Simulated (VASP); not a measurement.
Here is a VASP 6.6.1 calculation.

File INCAR:

```
SYSTEM = WSe2
PREC = Accurate ; ENCUT = 520
EDIFF = 1E-6 ; ISMEAR = 0
SIGMA = 0.05 ; LREAL = .False.
LASPH = .True. ; NELM = 80
ALGO = Normal ; ISIF = 2
LWAVE = .False. ; LCHARG = .False.
GGA = PE ; NBANDS = 35
```

The input KPOINTS:

```
regular mesh
0
Gamma
  12 12 2
  0 0 0
```

POSCAR

```
WSe2
1.0
    3.3206937274      0.0000000000      0.0000000000
   -1.6603468637      2.8758051261      0.0000000000
    0.0000000000      0.0000000000     15.2573262715
W Se
2 4
Direct
    0.2756201974      0.6244177189      0.2500000000
    0.6666666942      0.3333333535      0.7500000000
    0.3333337238      0.6666669525      0.6400199235
    0.7338426945      0.3825095988      0.1400199235
    0.3333337238      0.6666669525      0.8599800765
    0.7338426945      0.3825095988      0.3599800765
```

Potentials or basis: VASP PAW PBE potentials, release 64 (W_sv, Se).

The run is started by

```bash
$ cat potpaw_PBE.64/W_sv/POTCAR potpaw_PBE.64/Se/POTCAR > POTCAR
$ mpirun -np 1 vasp_std > vasp.out
```

(1) Estimate the band gap on the k mesh.

(2) What does it give for the pressure?

(3) Estimate the largest force.

Answers

(1) 0.59 eV (least direct gap 0.84 eV).

(2) 3.7 GPa.

(3) 6.600 eV/Å.

Caveat: the cell differs from its parent crystal (atoms displaced along a vibrational mode); the stress differs along the axes, from 0 to 6 GPa; spin-orbit coupling is left out, which moves the levels of the heavy elements; this functional lacks dispersion, which binds layers or chains, so the pressure and a relaxed spacing across them are unreliable; forces of over 1 eV/Å act on the atoms, so gaps and moduli don't describe the material at rest.
